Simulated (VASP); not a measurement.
Set up this calculation in VASP 6.6.1, as the native input.

- Task: single point
- Functional: r2SCAN
- Potentials or basis: VASP PAW PBE potentials, release 64 (Br)
- Cutoff: 520 eV
- k mesh: 6 × 6 × 6
- Occupations: gaussian, width 0.1 eV
- Spin: no spin polarisation
- Dipole correction: no
- Further INCAR settings: ALGO = Normal; EDIFF = 1e-07; NBANDS = 14

Br:

```
Br
1.0
     0.00000    3.30767    3.30767
     3.30767    0.00000    3.30767
     3.30767    3.30767    0.00000
Br
2
Direct
  0.50000 0.50000 0.50000
  0.75000 0.75000 0.75000
```

One way to write it, as run:

POSCAR

```
Br
1.0
    0.0000000000      3.3076686021      3.3076686021
    3.3076686021      0.0000000000      3.3076686021
    3.3076686021      3.3076686021      0.0000000000
Br
2
Direct
    0.5000000000      0.5000000000      0.5000000000
    0.7500000000      0.7500000000      0.7500000000
```

INCAR.step1

```
  ALGO = Normal
  EDIFF = 1E-4
  ENCUT = 520
  GGA = PE
  ISMEAR = 0
  LASPH = T
  LCHARG = F
  LREAL = F
  LWAVE = T
  NBANDS = 14
  NELM = 100
  PREC = Accurate
  SIGMA = 0.1
```

INCAR.step2

```
  ALGO = Normal
  EDIFF = 1E-7
  ENCUT = 520
  ISIF = 2
  ISMEAR = 0
  ISTART = 1
  LASPH = T
  LCHARG = F
  LMIXTAU = T
  LREAL = F
  LWAVE = F
  METAGGA = R2SCAN
  NBANDS = 14
  NELM = 100
  PREC = Accurate
  SIGMA = 0.1
```

KPOINTS

```
k-points
0
Gamma
  6 6 6
```

Potentials or basis: VASP PAW PBE potentials, release 64 (Br).

Command:

```bash
$ cat potpaw_PBE.64/Br/POTCAR > POTCAR
$ cp INCAR.step1 INCAR
$ mpirun -np 1 vasp_std > vasp.out
$ cp INCAR.step2 INCAR
$ mpirun -np 1 vasp_std > vasp.out
```

It gave:

* Pressure: 3.7 GPa
* Band gap on the k mesh: zero (band 7 reaches 0.27 eV, above the bottom of band 8 at -1.47 eV)

Caveat: the PAW data sets were made with another functional, which shifts forces and pressure a little.

Wall time 81 s on 1 thread of AMD EPYC 9R45 (Zen 5) (shared host), peak memory 0.17 GiB.
